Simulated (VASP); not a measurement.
## Pb: relaxation of cell and atoms with LDA

The system is Pb.

```
Pb
1.0
     0.00000    2.05345    2.05345
     2.05345    0.00000    2.05345
     2.05345    2.05345    0.00000
Pb
1
Direct
  0.00000 0.00000 0.00000
```

```json
{"Program": "VASP 6.6.1", "Task": "relaxation of cell and atoms", "Functional": "LDA", "Potentials or basis": "VASP PAW LDA potentials, release 64 (Pb_d)", "Cutoff": "600 eV", "k mesh": "16 × 16 × 16", "Occupations": "fermi-dirac, width 0.05 eV", "Spin": "no spin polarisation", "Target pressure": "97 GPa", "Dipole correction": "no", "Further INCAR settings": "ALGO = Normal; EDIFF = 1e-06; IBRION = 2; EDIFFG = -0.005; NSW = 60; ISIF = 3"}
```

The relaxed volume is 17.35 Å³/atom. The relaxed cell is a = 2.906 Å, b = 2.906 Å, c = 2.906 Å, α = 60.00°, β = 60.00°, γ = 60.00°. The space group after relaxing (to 0.05 Å) is Fm-3m (No. 225). The energy change on relaxing (the enthalpy is what falls) is -21.9 meV/atom. The ionic steps are 3. The pressure after relaxing is 97.0 GPa and the band gap on the k mesh is zero (band 7 reaches 24.66 eV, above the bottom of band 8 at 12.89 eV).

The path:
```csv
step,energy change (eV),largest force (eV/Å),pressure (GPa),volume (Å³)
1,0.0000,0.0000,97.87,17.32
2,-0.1410,0.0000,92.15,17.56
3,-0.0219,0.0000,97.02,17.35
```

Final structure:
```
Pb
1.0
     0.00000    2.05488    2.05488
     2.05488    0.00000    2.05488
     2.05488    2.05488    0.00000
Pb
1
Direct
  0.00000 0.00000 0.00000
```

Levels at points of the mesh, in eV from the Fermi level:
| k point | band 4 | band 5 | band 6 | band 7 | band 8 | band 9 | band 10 | band 11 |
| --- | --- | --- | --- | --- | --- | --- | --- | --- |
| (0.00, 0.00, 0.00) | -18.11 | -18.11 | -17.62 | 8.68 | 11.12 | 11.12 | 11.12 | 17.21 |
| (0.50, 0.00, 0.00) | -17.54 | -17.54 | -9.10 | -8.32 | 8.23 | 8.41 | 8.41 | 15.09 |
| (0.50, 0.50, 0.00) | -17.39 | -17.39 | -6.68 | -6.09 | 1.91 | 1.91 | 7.60 | 8.99 |

Wall time 32 s on 1 thread of Intel Xeon 6975P-C (shared host), peak memory 0.16 GiB.

Caveat: the cell is relaxed towards a set pressure, so the enthalpy falls and the energy may rise; spin-orbit coupling is left out, which moves the levels of the heavy elements.
